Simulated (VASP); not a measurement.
Set up this calculation in VASP 6.6.1, as the native input.

| Quantity | Value |
| --- | --- |
| Task | single point |
| Functional | PBE |
| Potentials or basis | VASP PAW PBE potentials, release 64 (Ir, Rh_pv) |
| Cutoff | 520 eV |
| k mesh | 18 × 18 × 4 |
| Occupations | gaussian, width 0.1 eV |
| Spin | no spin polarisation |
| Dipole correction | no |
| Further INCAR settings | ALGO = Fast; EDIFF = 1e-06; NBANDS = 42 |

The structure of Ir2Rh lies in POSCAR:

```
Ir2Rh
1.0
    2.7391564992      0.0000000000      0.0000000000
   -1.3695782496      2.3721791132      0.0000000000
    0.0000000000      0.0000000000     13.2933454910
Ir Rh
4 2
Direct
    0.3333333333      0.6666666667      0.8329681244
    0.3333333333      0.6666666667      0.1670318756
    0.3333333333      0.6666666667      0.5000000000
    0.6666666667      0.3333333333      0.0000000000
    0.6666666667      0.3333333333      0.3341981942
    0.6666666667      0.3333333333      0.6658018058
```

The input as run:

INCAR

```
SYSTEM = Ir2Rh
ALGO     = Fast           ! electronic algorithm
EDIFF    = 1E-6           ! SCF threshold, eV
ENCUT    = 520            ! plane-wave cutoff, eV
GGA      = PE             ! functional
ISIF     = 2              ! what is computed and relaxed
ISMEAR   = 0              ! smearing method
LASPH    = .TRUE.         ! aspherical terms in the spheres
LCHARG   = .FALSE.        ! write CHGCAR
LREAL    = .FALSE.        ! projectors in reciprocal space
LWAVE    = .FALSE.        ! write WAVECAR
NBANDS   = 42             ! bands
NELM     = 100            ! most SCF steps
PREC     = Accurate       ! precision mode
SIGMA    = 0.1            ! smearing width, eV
```

KPOINTS

```
k-points
0
G
  18 18 4
  0 0 0
```

Potentials or basis: VASP PAW PBE potentials, release 64 (Ir, Rh_pv).

The run is started by

```console
$ cat potpaw_PBE.64/Ir/POTCAR potpaw_PBE.64/Rh_pv/POTCAR > POTCAR
$ mpirun -np 1 vasp_std > vasp.out
```

Results of the run:

| Item | Value |
| --- | --- |
| Pressure | 0.3 GPa |
| Largest force | 0.023 eV/Å |
| Band gap on the k mesh | zero (bands 33 and 34 overlap by 2.59 eV) |

Caveat: spin-orbit coupling is left out, which moves the levels of the heavy elements.

Wall time 13 min on 1 thread of Intel Xeon 8259CL, on a shared host, peak memory 0.43 GiB.
